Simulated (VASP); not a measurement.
# ZnCu (R3m) in VASP: notebook, part 2 of 2

VASP 6.6.1. The steps go on from the part before.

## Step 3: Single point, PBEsol

INCAR

```
SYSTEM = ZnCu
PREC = Accurate
ENCUT = 520
EDIFF = 1E-7
ISMEAR = 0
SIGMA = 0.15
LREAL = .FALSE.
LASPH = .TRUE.
NELM = 100
ALGO = Fast
ISIF = 2
LWAVE = .FALSE.
LCHARG = .TRUE.
GGA = PS
LELF = .TRUE.
LVHAR = .TRUE.
NBANDS = 18
```

KPOINTS

```
regular mesh
0
G
  16 16 16
  0 0 0
```

POSCAR

```
ZnCu
1.0
    2.9450000000      0.0000000000      0.0000000000
    0.0000000000      2.9450000000      0.0000000000
    0.0000000000      0.0000000000      2.9450000000
Zn Cu
1 1
Direct
    0.5000000000      0.5000000000      0.5000000000
   -0.0049011059     -0.0049011059     -0.0049011059
```

Potentials or basis: VASP PAW PBE potentials, release 64 (Zn, Cu).

The run is started by

```bash
$ cat potpaw_PBE.64/Zn/POTCAR potpaw_PBE.64/Cu/POTCAR > POTCAR
$ mpirun -np 1 vasp_std > vasp.out
```

OUTCAR:

```text
SYSTEM = ZnCu
   PREC = Accurate
   ENCUT = 520
   EDIFF = 1E-7
   ISMEAR = 0
   LREAL = .FALSE.
   LASPH = .TRUE.
   NELM = 100
   ISIF = 2
   GGA = PS

 ion  position               nearest neighbor table
   1  0.500  0.500  0.500-   2 2.53   2 2.54   2 2.54   2 2.54   2 2.56   2 2.56   2 2.56   2 2.58

   2  0.995  0.995  0.995-   1 2.53   1 2.54   1 2.54   1 2.54   1 2.56   1 2.56   1 2.56   1 2.58

  LATTYP: Found a simple cubic cell.
 ALAT       =     2.9450000000

  Lattice vectors:

 A1 = (   2.9450000000,   0.0000000000,   0.0000000000)
 A2 = (   0.0000000000,   2.9450000000,   0.0000000000)
 A3 = (   0.0000000000,   0.0000000000,   2.9450000000)

Analysis of symmetry for initial positions (statically):
=====================================================================
 Subroutine PRICEL returns:
 Original cell was already a primitive cell.

 Routine SETGRP: Setting up the symmetry group for a
 simple cubic supercell.

 Subroutine GETGRP returns: Found  6 space group operations
 (whereof  6 operations were pure point group operations)
 out of a pool of 48 trial point group operations.

The static configuration has the point symmetry C_3v.

Analysis of symmetry for dynamics (positions and initial velocities):
=====================================================================
 Subroutine PRICEL returns:
 Original cell was already a primitive cell.

 Routine SETGRP: Setting up the symmetry group for a
 simple cubic supercell.

 Subroutine GETGRP returns: Found  6 space group operations
 (whereof  6 operations were pure point group operations)
 out of a pool of 48 trial point group operations.

The dynamic configuration has the point symmetry C_3v.

 Subroutine INISYM returns: Found  6 space group operations
 (whereof  6 operations are pure point group operations),
 and found     1 'primitive' translations

----------------------------------------------------------------------------------------

                                     Primitive cell

  volume of cell :      25.5421

  direct lattice vectors                    reciprocal lattice vectors
     2.945000000  0.000000000  0.000000000     0.339558574  0.000000000  0.000000000
     0.000000000  2.945000000  0.000000000     0.000000000  0.339558574  0.000000000
     0.000000000  0.000000000  2.945000000     0.000000000  0.000000000  0.339558574

  length of vectors
     2.945000000  2.945000000  2.945000000     0.339558574  0.339558574  0.339558574

  position of ions in fractional coordinates (direct lattice)
     0.500000000  0.500000000  0.500000000
     0.995098894  0.995098894  0.995098894

  ion indices of the primitive-cell ions
   primitive index   ion index
                 1           1
                 2           2

----------------------------------------------------------------------------------------

 KPOINTS: regular mesh

Automatic generation of k-mesh.
 Grid dimensions read from file:
 generate k-points for:   16   16   16

 Generating k-lattice:

  Cartesian coordinates                     Fractional coordinates (reciprocal lattice)
     0.021222411  0.000000000  0.000000000     0.062500000  0.000000000  0.000000000
     0.000000000  0.021222411  0.000000000     0.000000000  0.062500000  0.000000000
     0.000000000  0.000000000  0.021222411     0.000000000  0.000000000  0.062500000

  Length of vectors
     0.021222411  0.021222411  0.021222411

  Shift w.r.t. Gamma in fractional coordinates (k-lattice)
     0.000000000  0.000000000  0.000000000

 Subroutine IBZKPT returns following result:
 ===========================================

 Found    417 irreducible k-points:

 Following reciprocal coordinates:
            Coordinates               Weight
  0.000000  0.000000  0.000000      1.000000
  0.062500  0.000000  0.000000      6.000000
  0.125000  0.000000  0.000000      6.000000
  0.187500  0.000000  0.000000      6.000000
  0.250000  0.000000  0.000000      6.000000
  0.312500  0.000000  0.000000      6.000000
[... 16 lines left out ...]
 -0.062500  0.437500  0.000000     12.000000
  0.500000  0.062500  0.000000     12.000000
 [... further k-points ...]
   k-points           NKPTS =    417   k-points in BZ     NKDIM =    417   number of bands    NBANDS=     18
   number of dos      NEDOS =    301   number of ions     NIONS =      2
   total plane-waves  NPLWV =  13824
   dimension x,y,z NGX =    24 NGY =   24 NGZ =   24
   dimension x,y,z NGXF=    48 NGYF=   48 NGZF=   48
   ions per type =               1   1
   NGX,Y,Z   is equivalent  to a cutoff of  13.55, 13.55, 13.55 a.u.
   NGXF,Y,Z  is equivalent  to a cutoff of  27.10, 27.10, 27.10 a.u.
 SYSTEM =  ZnCu
   PREC   = accura    normal or accurate (medium, high low for compatibility)
   ISTART =      0    job   : 0-new  1-cont  2-samecut
   ICHARG =      2    charge: 1-file 2-atom 10-const
   ISPIN  =      1    spin polarized calculation?
   LNONCOLLINEAR =      F non collinear calculations
   LSORBIT =      F    spin-orbit coupling
   LASPH  =      T    aspherical Exc in radial PAW
   ENCUT  =  520.0 eV  38.22 Ry    6.18 a.u.   5.48  5.48  5.48*2*pi/ulx,y,z
   NELM   =    100;   NELMIN=  2; NELMDL= -5     # of ELM steps
   EDIFF  = 0.1E-06   stopping-criterion for ELM
   LREAL  =      F    real-space projection
   EDIFFG = 0.1E-05   stopping-criterion for IOM
   NSW    =      0    number of steps for IOM
   IBRION =     -1    ionic relax: 0-MD 1-quasi-New 2-CG
   NFREE  =      0    steps in history (QN), initial steepest desc. (CG)
   ISIF   =      2    stress and relaxation
   ISYM   =      2    0-nonsym 1-usesym 2-fastsym
   POTIM  = 0.5000    time-step for ionic-motion
   TEBEG  =    0.0;   TEEND  =   0.0 temperature during run
   PSTRESS=    0.0 pullay stress
   NELECT =      23.0000    total number of electrons
   NUPDOWN=      -1.0000    fix difference up-down
   EMIN   =  10.00;   EMAX   =-10.00  energy-range for DOS
   EFERMI =   0.00;   METHOD = LEGACY
   ISMEAR =     0;   SIGMA  =   0.15  broadening in eV -4-tet -1-fermi 0-gaus
   EFERMI_NEDOS =   21; number of points for ismear=-14 and -15
   IALGO  =     68    algorithm
   IMIX   =      4    mixing-type and parameters
     AMIX     =   0.40;   BMIX     =  1.00
     AMIX_MAG =   1.60;   BMIX_MAG =  1.00
  volume/ion in A,a.u.               =      12.77        86.18
  Fermi-wavevector in a.u.,A,eV,Ry     =   1.580880  2.987429 34.003415  2.499180
  Thomas-Fermi vector in A             =   2.681040
   LORBIT       =      0    0 simple, 1 ext, 2 COOP (PROOUT), +10 PAW based schemes
   GGA     = PS    functional components
   LHFCALC =     F    Hartree Fock is set to
   AEXX    =    0.0000 exact exchange contribution
   IVDW    =     0    specifies the selected vdW correction
   LEPSILON=     F    determine dielectric tensor
   LRPA    =     F    only Hartree local field effects (RPA)
 non-spin polarized calculation
 RMM-DIIS sequential band-by-band and
 Gauss-broadening in eV      SIGMA  =   0.15
  energy-cutoff  :      520.00
  volume of cell :       25.54
 maximum number of plane-waves:       715
 NGX is ok and might be reduce to    24
   NGX = 11   NGY = 11   NGZ = 11

 number of electron      22.9999995 magnetization

 Free energy of the ion-electron system (eV)
  ---------------------------------------------------
  ext. energy  EPLUGINS =         0.00000000
  ---------------------------------------------------
  free energy    TOTEN  =        -6.08509159 eV

  energy without entropy =       -6.07843868  energy(sigma->0) =       -6.08176513

 E-fermi :   5.3469     XC(G=0): -12.5655

 val. band max:        5.3176960483   @ k =   0.3125   0.1250   0.0625
 cond. band min:       5.3504398520   @ k =   0.4375   0.4375   0.3125
 fundamental gap:      0.0327438036
 Fermi energy:         5.3468877483

 k-point     1 :       0.0000    0.0000    0.0000
  band No.  band energies     occupation
      1      -5.0025      2.00000
      2      -2.4567      2.00000
      3      -2.4567      2.00000
      4      -1.7588      2.00000
      5      -1.7580      2.00000
      6      -1.7580      2.00000
[... 10 lines left out ...]
     17      17.6106      0.00000
     18      28.8034      0.00000

 k-point     2 :       0.0625    0.0000    0.0000
  band No.  band energies     occupation
      1      -4.9318      2.00000
      2      -2.4483      2.00000
      3      -2.4413      2.00000
      4      -1.7649      2.00000
      5      -1.7644      2.00000
      6      -1.7551      2.00000
[... 10 lines left out ...]
     17      18.0719      0.00000
     18      28.0892      0.00000
[... 442 lines left out ...]
 k-point    24 :       0.5000    0.0625    0.0000
  band No.  band energies     occupation
      1      -2.4625      2.00000
      2      -2.2182      2.00000
      3      -1.9839      2.00000
      4      -1.9265      2.00000
      5      -1.6882      2.00000
      6      -0.6637      2.00000
[... 10 lines left out ...]
     17      19.2013      0.00000
     18      20.1866      0.00000

 [... further k-points ...]
[... 5 lines left out ...]
  --------------------------------------------------------------------------------------
  -------------------------------------------------------------------------------------
  Total       -0.6354342     -0.6354342     -0.6354342      0.0037001      0.0037001      0.0037001
  in kB      -39.8588972    -39.8588972    -39.8588972      0.2320978      0.2320978      0.2320978
  external PRESSURE =     -39.8588972 kB  Pullay stress =       0.0000000 kB

 VOLUME and BASIS-vectors are now :
 -----------------------------------------------------------------------------
  energy-cutoff  :      520.00
  volume of cell :       25.54
      direct lattice vectors                 reciprocal lattice vectors
     2.945000000  0.000000000  0.000000000     0.339558574  0.000000000  0.000000000
     0.000000000  2.945000000  0.000000000     0.000000000  0.339558574  0.000000000
     0.000000000  0.000000000  2.945000000     0.000000000  0.000000000  0.339558574

 POSITION                                       TOTAL-FORCE (eV/Angst)
 -----------------------------------------------------------------------------------
      1.47250      1.47250      1.47250        -0.065324     -0.065324     -0.065324
      2.93057      2.93057      2.93057         0.065324      0.065324      0.065324
 -----------------------------------------------------------------------------------
    total drift:                                0.000843      0.000843      0.000815

  FREE ENERGIE OF THE ION-ELECTRON SYSTEM (eV)
  ---------------------------------------------------
  free  energy   TOTEN  =        -6.0850915920 eV

  energy  without entropy=       -6.0784386774  energy(sigma->0) =       -6.08176513
```

stdout:

```text
POSCAR found type information on POSCAR ZnCu
 POSCAR found :  2 types and       2 ions
 scaLAPACK will be used
 -----------------------------------------------------------------------------
|                                                                             |
|                                                                             |
|     You enforced a specific xc type in the INCAR file but a different       |
|     I HOPE YOU KNOW WHAT YOU ARE DOING!                                     |
|                                                                             |
 -----------------------------------------------------------------------------

 LDA part: xc-table for (Slater+PW92), standard interpolation
 POSCAR, INCAR and KPOINTS ok, starting setup
 FFT: planning ... GRIDC
 FFT: planning ... GRID_SOFT
 FFT: planning ... GRID
 WAVECAR not read
 entering main loop
WARNING in EDDRMM: call to ZHEGV failed, returncode =   8  4     17
WARNING in EDDRMM: call to ZHEGV failed, returncode =   8  4     17
WARNING in EDDRMM: call to ZHEGV failed, returncode =   6  3     15
WARNING in EDDRMM: call to ZHEGV failed, returncode =   8  4     16
WARNING in EDDRMM: call to ZHEGV failed, returncode =   6  3     15
WARNING in EDDRMM: call to ZHEGV failed, returncode =   8  4     17
WARNING in EDDRMM: call to ZHEGV failed, returncode =   8  4     16
WARNING in EDDRMM: call to ZHEGV failed, returncode =   6  3     16
WARNING in EDDRMM: call to ZHEGV failed, returncode =   8  4     16
WARNING in EDDRMM: call to ZHEGV failed, returncode =   6  3     16
WARNING in EDDRMM: call to ZHEGV failed, returncode =   8  4     16
 num prob RMM:  19    -0.608509159204E+01    0.32818E-07   -0.97832E-08 11507   0.298E-03
```

Wall time 2.2 min (1 thread of AMD EPYC 9R45 (Zen 5), shared host); peak memory 0.28 GiB.

Results:

```
Free energy            : -6.0851 eV
Pressure               : -4.0 GPa
Largest force          : 0.113 eV/Å
Band gap on the k mesh : zero (an odd number of electrons rules out a gap without spin polarisation)
```

Forces in eV/Å, atoms in the order of the input:
```
Zn  -0.065 -0.065 -0.065
Cu   0.065  0.065  0.065
```

Caveat: the cell differs from its parent crystal (all Cu atoms moved +0.025 Å, as atom 2 towards its neighbour atom 1 (Zn) at 2.550 Å); the cell stands under tension; the PAW data sets were made with another functional, which shifts forces and pressure a little.

## Step 4: Single point, PBEsol

INCAR

```
ALGO = Fast ; EDIFF = 1E-6
ENCUT = 520 ; GGA = PS
ISIF = 2 ; ISMEAR = 0
LASPH = True ; LCHARG = False
LREAL = False ; LWAVE = False
NBANDS = 18 ; NELM = 60
PREC = Accurate ; SIGMA = 0.15
```

KPOINTS

```
k-points
0
Gamma
  16 16 16
```

Changes to POSCAR since step 3:

```diff
@@ -9,2 +9,2 @@
     0.5000000000      0.5000000000      0.5000000000
-   -0.0049011059     -0.0049011059     -0.0049011059
+   -0.0171538705     -0.0171538705     -0.0171538705
```

The run is started by

```bash
$ cat potpaw_PBE.64/Zn/POTCAR potpaw_PBE.64/Cu/POTCAR > POTCAR
$ mpirun -np 1 vasp_std > vasp.out
```

Run time: 1.7 min. Hardware: 1 thread of AMD EPYC 9R45 (Zen 5), shared host; peak memory 0.27 GiB.

It converged, with:

| Property | Result |
| --- | --- |
| Free energy | -6.0691 eV |
| Pressure | -3.3 GPa |
| Largest force | 0.402 eV/Å |
| Band gap on the k mesh | zero (an odd number of electrons rules out a gap without spin polarisation) |

Forces on the atoms (eV/Å):
```
Zn  -0.232 -0.232 -0.232
Cu   0.232  0.232  0.232
```

Stress tensor (GPa, compression positive):
```
-3.32  0.29  0.29
 0.29 -3.32  0.29
 0.29  0.29 -3.32
```

Levels at points of the mesh, in eV from the Fermi level:
| k point | band 8 | band 9 | band 10 | band 11 | band 12 | band 13 | band 14 | band 15 | band 16 | band 17 |
| --- | --- | --- | --- | --- | --- | --- | --- | --- | --- | --- |
| (0.00, 0.00, 0.00) | -3.56 | -2.72 | -2.72 | -2.72 | 6.22 | 6.23 | 6.23 | 11.26 | 11.26 | 12.24 |
| (0.50, 0.00, 0.00) | -3.67 | -3.27 | -3.26 | -2.79 | -1.99 | 11.63 | 11.63 | 12.34 | 12.36 | 13.49 |
| (0.50, 0.50, 0.00) | -2.87 | -2.87 | -2.48 | -1.89 | -1.88 | 1.76 | 2.10 | 13.92 | 15.53 | 15.55 |
| (0.50, 0.50, 0.50) | -4.28 | -2.46 | -2.46 | 3.81 | 4.08 | 4.23 | 4.23 | 4.64 | 4.64 | 4.83 |

Caveat: the cell differs from its parent crystal (all Cu atoms moved +0.087 Å, as atom 2 towards its neighbour atom 1 (Zn) at 2.550 Å); the cell stands under tension; the PAW data sets were made with another functional, which shifts forces and pressure a little.

## Step 5: The runs side by side

```csv
cell,further INCAR settings,gap on the mesh (eV),pressure (GPa),largest force (eV/Å)
"as given, atomic positions A",ALGO = Fast; EDIFF = 1e-06; NBANDS = 18,none,-3.6,0.23
"as given, atomic positions B",ALGO = Fast; EDIFF = 1e-07; NBANDS = 18,none,-4.0,0.11
"as given, atomic positions C",ALGO = Fast; EDIFF = 1e-06; NBANDS = 18,none,-3.3,0.40
```

Alike in all rows: task single point; level PBEsol; potentials or basis VASP PAW PBE potentials, release 64 (Zn, Cu); no spin polarisation; k mesh 16 × 16 × 16; cutoff (eV) 520; smearing gaussian 0.15 eV.

Caveats: the cell stands under tension; the PAW data sets were made with another functional, which shifts forces and pressure a little.

Absolute energies hang on the potentials; compare differences alone.

The gap in the log of VASP goes by the Fermi energy; the results here count the filled bands.